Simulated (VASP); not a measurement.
**MgO: single point with r2SCAN**

MgO:

```
Mg O
1.0
     0.00000    2.13515    2.13515
     2.13515    0.00000    2.13515
     2.13515    2.13515    0.00000
Mg O
1 1
Direct
  0.00000 0.00000 0.00000
  0.50000 0.50000 0.48344
```

This cell differs from its parent crystal: all O atoms moved -0.050 Å, as atom 2 along Cartesian [1 1 0].

```json
{
 "Program": "VASP 6.6.1",
 "Task": "single point",
 "Functional": "r2SCAN",
 "Potentials or basis": "VASP PAW PBE potentials, release 64 (Mg_sv, O)",
 "Cutoff": "920 eV",
 "k mesh": "10 × 10 × 10",
 "Occupations": "gaussian, width 0.05 eV",
 "Spin": "no spin polarisation",
 "Dipole correction": "no",
 "Further INCAR settings": "ALGO = Normal; EDIFF = 1e-06; NBANDS = 15"
}
```

- Pressure: -6.3 GPa
- Largest force: 0.235 eV/Å
- Band gap on the k mesh: 5.24 eV

Forces on the atoms (eV/Å):
```
Mg  -0.166 -0.166  0.000
O    0.166  0.166  0.000
```

Stress tensor (GPa, compression positive):
```
-6.15 -0.04  0.00
-0.04 -6.15  0.00
 0.00  0.00 -6.54
```

Levels at points of the mesh, in eV from the valence-band top:
```
           k point  band 5  band 6  band 7  band 8  band 9  band 10  band 11  band 12
(0.00, 0.00, 0.00)  -17.98    0.00    0.00    0.00    5.24    16.62    16.63    16.63
(0.50, 0.00, 0.00)  -16.81   -4.42   -0.63   -0.63    8.56    13.34    17.07    17.09
(0.00, 0.00, 0.50)  -16.81   -4.42   -0.63   -0.63    8.56    13.35    17.08    17.09
(0.50, 0.50, 0.00)  -16.61   -3.91   -1.31   -1.31    9.99    10.69    13.86    19.81
(0.00, 0.50, 0.50)  -16.61   -3.91   -1.31   -1.31    9.99    10.69    13.86    19.81
```

Run time: 5.4 min on 1 thread of Intel(R) Xeon(R) Platinum 8375C CPU @ 2.90GHz (Ice Lake), on a shared host, peak memory 0.24 GiB.

Caveat: the cell differs from its parent crystal (all O atoms moved -0.050 Å, as atom 2 along Cartesian [1 1 0]); the cell stands under tension; the PAW data sets were made with another functional, which shifts forces and pressure a little.
